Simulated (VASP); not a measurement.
# Ni (Fm-3m) in VASP: further runs

The runs below take Ni through single point, with r2SCAN.

Everything below comes from runs of VASP 6.6.1. Logs are shortened: lines on timing, memory, paths and dates and some standing lists are left out, and cuts for length are marked.

### 1 The cell of the first run

Symmetry: Fm-3m, No. 225, cubic system. The conventional cell has a = 3.534 Å, b = 3.534 Å, c = 3.534 Å, α = 90.00°, β = 90.00°, γ = 90.00°. Ni (site symmetry m-3m) has 12 Ni at 2.50 Å within 3.3 Å.

### 2 Single point, r2SCAN, collinear spin, ferromagnetic start

File POSCAR:

```
Ni
1.0
    0.0000000000      1.7669000000      1.7669000000
    1.7669000000      0.0000000000      1.7669000000
    1.7669000000      1.7669000000      0.0000000000
Ni
1
Direct
    0.0000000000      0.0000000000      0.0000000000
```

File INCAR.step1:

```
SYSTEM = Ni
PREC = Accurate
ENCUT = 520
ISMEAR = -1
SIGMA = 0.1
LREAL = .FALSE.
LASPH = .TRUE.
NELM = 150
ISPIN = 2
MAGMOM = 2
LMAXMIX = 4
NBANDS = 15
GGA = PE
ALGO = Normal
EDIFF = 1E-4
LWAVE = .TRUE.
LCHARG = .FALSE.
```

File INCAR.step2:

```
SYSTEM = Ni
PREC = Accurate
ENCUT = 520
EDIFF = 1E-7
ISMEAR = -1
SIGMA = 0.1
LREAL = .FALSE.
LASPH = .TRUE.
NELM = 150
ALGO = Normal
ISIF = 2
LWAVE = .FALSE.
LCHARG = .FALSE.
ISPIN = 2
MAGMOM = 2
LORBIT = 11
LMAXMIX = 4
METAGGA = R2SCAN
LMIXTAU = .TRUE.
NBANDS = 15
ISTART = 1
```

File KPOINTS:

```
regular mesh
0
G
  7 7 7
  0 0 0
```

Potentials or basis: VASP PAW PBE potentials, release 64 (Ni).

Launch:

```bash
$ cat potpaw_PBE.64/Ni/POTCAR > POTCAR
$ cp INCAR.step1 INCAR
$ mpirun -np 1 vasp_std > vasp.out
$ cp INCAR.step2 INCAR
$ mpirun -np 1 vasp_std > vasp.out
```

OUTCAR:

```text
SYSTEM = Ni
   PREC = Accurate
   ENCUT = 520
   EDIFF = 1E-7
   ISMEAR = -1
   LREAL = .FALSE.
   LASPH = .TRUE.
   NELM = 150
   ISIF = 2
   ISPIN = 2
   LORBIT = 11
   METAGGA = R2SCAN
   ISTART = 1

 ion  position               nearest neighbor table
   1  0.000  0.000  0.000-

  LATTYP: Found a face centered cubic cell.
 ALAT       =     3.5338000000

  Lattice vectors:

 A1 = (   0.0000000000,   1.7669000000,   1.7669000000)
 A2 = (   1.7669000000,   0.0000000000,   1.7669000000)
 A3 = (   1.7669000000,   1.7669000000,   0.0000000000)

Analysis of symmetry for initial positions (statically):
=====================================================================
 Subroutine PRICEL returns:
 Original cell was already a primitive cell.

 Routine SETGRP: Setting up the symmetry group for a
 face centered cubic supercell.

 Subroutine GETGRP returns: Found 48 space group operations
 (whereof 48 operations were pure point group operations)
 out of a pool of 48 trial point group operations.

The static configuration has the point symmetry O_h .

Analysis of symmetry for dynamics (positions and initial velocities):
=====================================================================
 Subroutine PRICEL returns:
 Original cell was already a primitive cell.

 Routine SETGRP: Setting up the symmetry group for a
 face centered cubic supercell.

 Subroutine GETGRP returns: Found 48 space group operations
 (whereof 48 operations were pure point group operations)
 out of a pool of 48 trial point group operations.

The dynamic configuration has the point symmetry O_h .

Analysis of structural, dynamic, and magnetic symmetry:
=====================================================================
 Subroutine PRICEL returns:
 Original cell was already a primitive cell.

 Routine SETGRP: Setting up the symmetry group for a
 face centered cubic supercell.

 Subroutine GETGRP returns: Found 48 space group operations
 (whereof 48 operations were pure point group operations)
 out of a pool of 48 trial point group operations.

The overall configuration has the point symmetry O_h .

 Subroutine INISYM returns: Found 48 space group operations
 (whereof 48 operations are pure point group operations),
 and found     1 'primitive' translations

----------------------------------------------------------------------------------------

                                     Primitive cell

  volume of cell :      11.0323

  direct lattice vectors                    reciprocal lattice vectors
     0.000000000  1.766900000  1.766900000    -0.282981493  0.282981493  0.282981493
     1.766900000  0.000000000  1.766900000     0.282981493 -0.282981493  0.282981493
     1.766900000  1.766900000  0.000000000     0.282981493  0.282981493 -0.282981493

  length of vectors
     2.498773943  2.498773943  2.498773943     0.490138323  0.490138323  0.490138323

  position of ions in fractional coordinates (direct lattice)
     0.000000000  0.000000000  0.000000000

  ion indices of the primitive-cell ions
   primitive index   ion index
                 1           1

----------------------------------------------------------------------------------------

 KPOINTS: regular mesh

Automatic generation of k-mesh.
 Grid dimensions read from file:
 generate k-points for:    7    7    7

 Generating k-lattice:

  Cartesian coordinates                     Fractional coordinates (reciprocal lattice)
    -0.040425928  0.040425928  0.040425928     0.142857143  0.000000000  0.000000000
     0.040425928 -0.040425928  0.040425928     0.000000000  0.142857143  0.000000000
     0.040425928  0.040425928 -0.040425928     0.000000000  0.000000000  0.142857143

  Length of vectors
     0.070019760  0.070019760  0.070019760

  Shift w.r.t. Gamma in fractional coordinates (k-lattice)
     0.000000000  0.000000000  0.000000000

 Subroutine IBZKPT returns following result:
 ===========================================

 Found     20 irreducible k-points:

 Following reciprocal coordinates:
            Coordinates               Weight
  0.000000  0.000000  0.000000      1.000000
  0.142857  0.000000  0.000000      8.000000
  0.285714  0.000000  0.000000      8.000000
  0.428571  0.000000  0.000000      8.000000
  0.142857  0.142857  0.000000      6.000000
  0.285714  0.142857  0.000000     24.000000
[... 12 lines left out ...]
 -0.428571  0.428571  0.142857     24.000000
 -0.285714  0.428571  0.142857     24.000000
   k-points           NKPTS =     20   k-points in BZ     NKDIM =     20   number of bands    NBANDS=     15
   number of dos      NEDOS =    301   number of ions     NIONS =      1
   total plane-waves  NPLWV =   8000
   dimension x,y,z NGX =    20 NGY =   20 NGZ =   20
   dimension x,y,z NGXF=    40 NGYF=   40 NGZF=   40
   ions per type =               1
   NGX,Y,Z   is equivalent  to a cutoff of  13.31, 13.31, 13.31 a.u.
   NGXF,Y,Z  is equivalent  to a cutoff of  26.61, 26.61, 26.61 a.u.
 SYSTEM =  Ni
   PREC   = accura    normal or accurate (medium, high low for compatibility)
   ISTART =      1    job   : 0-new  1-cont  2-samecut
   ICHARG =      0    charge: 1-file 2-atom 10-const
   ISPIN  =      2    spin polarized calculation?
   LNONCOLLINEAR =      F non collinear calculations
   LSORBIT =      F    spin-orbit coupling
   LASPH  =      T    aspherical Exc in radial PAW
   ENCUT  =  520.0 eV  38.22 Ry    6.18 a.u.   4.65  4.65  4.65*2*pi/ulx,y,z
   NELM   =    150;   NELMIN=  2; NELMDL=  0     # of ELM steps
   EDIFF  = 0.1E-06   stopping-criterion for ELM
   LREAL  =      F    real-space projection
   EDIFFG = 0.1E-05   stopping-criterion for IOM
   NSW    =      0    number of steps for IOM
   IBRION =     -1    ionic relax: 0-MD 1-quasi-New 2-CG
   NFREE  =      0    steps in history (QN), initial steepest desc. (CG)
   ISIF   =      2    stress and relaxation
   ISYM   =      2    0-nonsym 1-usesym 2-fastsym
   POTIM  = 0.5000    time-step for ionic-motion
   TEBEG  =    0.0;   TEEND  =   0.0 temperature during run
   PSTRESS=    0.0 pullay stress
   NELECT =      10.0000    total number of electrons
   NUPDOWN=      -1.0000    fix difference up-down
   EMIN   =  10.00;   EMAX   =-10.00  energy-range for DOS
   EFERMI =   0.00;   METHOD = LEGACY
   ISMEAR =    -1;   SIGMA  =   0.10  broadening in eV -4-tet -1-fermi 0-gaus
   EFERMI_NEDOS =   21; number of points for ismear=-14 and -15
   IALGO  =     38    algorithm
   IMIX   =      4    mixing-type and parameters
     AMIX     =   0.40;   BMIX     =  1.00
     AMIX_MAG =   1.60;   BMIX_MAG =  1.00
  volume/ion in A,a.u.               =      11.03        74.45
  Fermi-wavevector in a.u.,A,eV,Ry     =   1.584356  2.993999 34.153140  2.510185
  Thomas-Fermi vector in A             =   2.683986
   LORBIT       =     11    0 simple, 1 ext, 2 COOP (PROOUT), +10 PAW based schemes
   METAGGA = R2SCAN    functional components
   LHFCALC =     F    Hartree Fock is set to
   AEXX    =    0.0000 exact exchange contribution
   IVDW    =     0    specifies the selected vdW correction
   LEPSILON=     F    determine dielectric tensor
   LRPA    =     F    only Hartree local field effects (RPA)
 spin polarized calculation
  energy-cutoff  :      520.00
  volume of cell :       11.03
 maximum number of plane-waves:       307
   NGX =  9   NGY =  9   NGZ =  9

 number of electron      10.0000010 magnetization       0.8339453

 Free energy of the ion-electron system (eV)
  ---------------------------------------------------
  ext. energy  EPLUGINS =         0.00000000
  ---------------------------------------------------
  free energy    TOTEN  =       -11.95478228 eV

  energy without entropy =      -11.92325179  energy(sigma->0) =      -11.93901703

 E-fermi :   9.1227     XC(G=0): -14.3026

 val. band max:        8.9680363975   @ k =  -0.2857   0.2857   0.0000
 cond. band min:       9.2641576411   @ k =   0.4286   0.0000   0.0000
 fundamental gap:      0.2961212436
 Fermi energy:         9.1226975194

 spin component 1

 k-point     1 :       0.0000    0.0000    0.0000
  band No.  band energies     occupation
      1      -0.1997      1.00000
      2       6.1170      1.00000
      3       6.1170      1.00000
      4       6.1170      1.00000
      5       7.3925      1.00000
      6       7.3925      1.00000
      7      33.5381      0.00000
      8      37.5644      0.00000
      9      37.5644      0.00000
     10      37.5647      0.00000
     11      40.1241      0.00000
     12      40.1241      0.00000
     13      40.1241      0.00000
     14      43.6151      0.00000
     15      49.9161      0.00000
[... 325 lines left out ...]
 k-point    20 :      -0.2857    0.4286    0.1429
  band No.  band energies     occupation
      1       5.0069      1.00000
      2       5.2046      1.00000
      3       5.8689      1.00000
      4       7.3640      1.00000
      5       7.8866      1.00000
      6      15.6869      0.00000
      7      16.1786      0.00000
      8      19.5126      0.00000
      9      23.0686      0.00000
     10      36.3244      0.00000
     11      42.8529      0.00000
     12      43.8339      0.00000
     13      48.1929      0.00000
     14      52.4459      0.00000
     15      54.7934      0.00000
 Fermi energy:         9.1226975194

 spin component 2

 k-point     1 :       0.0000    0.0000    0.0000
  band No.  band energies     occupation
      1      -0.4338      1.00000
      2       7.6039      1.00000
      3       7.6039      1.00000
      4       7.6040      1.00000
      5       8.2628      0.99982
      6       8.2629      0.99982
      7      33.2849      0.00000
      8      37.7151      0.00000
      9      37.7152      0.00000
     10      37.7152      0.00000
     11      40.4763      0.00000
     12      40.4763      0.00000
     13      40.4763      0.00000
     14      43.7595      0.00000
     15      50.5857      0.00000
[... 325 lines left out ...]
 k-point    20 :      -0.2857    0.4286    0.1429
  band No.  band energies     occupation
      1       5.5859      1.00000
      2       6.3029      1.00000
      3       7.0325      1.00000
      4       8.2061      0.99990
      5       9.5725      0.01101
      6      16.0306      0.00000
      7      16.4668      0.00000
      8      19.8356      0.00000
      9      23.2890      0.00000
     10      36.5225      0.00000
     11      43.0349      0.00000
     12      44.2241      0.00000
     13      49.0048      0.00000
     14      55.0845      0.00000
     15      55.3709      0.00000

------------------------ aborting loop because EDIFF is reached ----------------------------------------

  FORCE on cell =-STRESS in cart. coord.  units (eV):
  Direction    XX          YY          ZZ          XY          YZ          ZX
  --------------------------------------------------------------------------------------
  -------------------------------------------------------------------------------------
  Total       -0.5546630     -0.5546630     -0.5546630     -0.0000000     -0.0000000      0.0000000
  in kB      -80.5515384    -80.5515384    -80.5515384     -0.0000000     -0.0000000      0.0000000
  external PRESSURE =     -80.5515384 kB  Pullay stress =       0.0000000 kB

 VOLUME and BASIS-vectors are now :
 -----------------------------------------------------------------------------
  energy-cutoff  :      520.00
  volume of cell :       11.03
      direct lattice vectors                 reciprocal lattice vectors
     0.000000000  1.766900000  1.766900000    -0.282981493  0.282981493  0.282981493
     1.766900000  0.000000000  1.766900000     0.282981493 -0.282981493  0.282981493
     1.766900000  1.766900000  0.000000000     0.282981493  0.282981493 -0.282981493

 POSITION                                       TOTAL-FORCE (eV/Angst)
 -----------------------------------------------------------------------------------
      0.00000      0.00000      0.00000        -0.000000      0.000000     -0.000000
 -----------------------------------------------------------------------------------
    total drift:                                0.000000      0.000000      0.000000

  FREE ENERGIE OF THE ION-ELECTRON SYSTEM (eV)
  ---------------------------------------------------
  free  energy   TOTEN  =       -11.9547822802 eV

  energy  without entropy=      -11.9232517883  energy(sigma->0) =      -11.93901703

 total charge

# of ion       s       p       d       tot
------------------------------------------
    1        0.511   0.511   8.295   9.317

 magnetization (x)

# of ion       s       p       d       tot
------------------------------------------
    1       -0.006  -0.037   0.899   0.857
```

It took 25 s on 1 thread of Intel Xeon 6975P-C (Granite Rapids), shared host; peak memory 0.13 GiB.

Results:

```yaml
Free_energy: -11.9548 eV
Pressure: -8.1 GPa
Net_moment: 0.83 μB per cell
Site_moments: Ni +0.86 μB
Valence_electrons_inside_the_program's_atomic_spheres: Ni 9.32
```

Caveat: the k points lie up to 0.44 Å⁻¹ apart; the PAW data sets were made with another functional, which shifts forces and pressure a little.

(Part 1 of 2 ends here.)
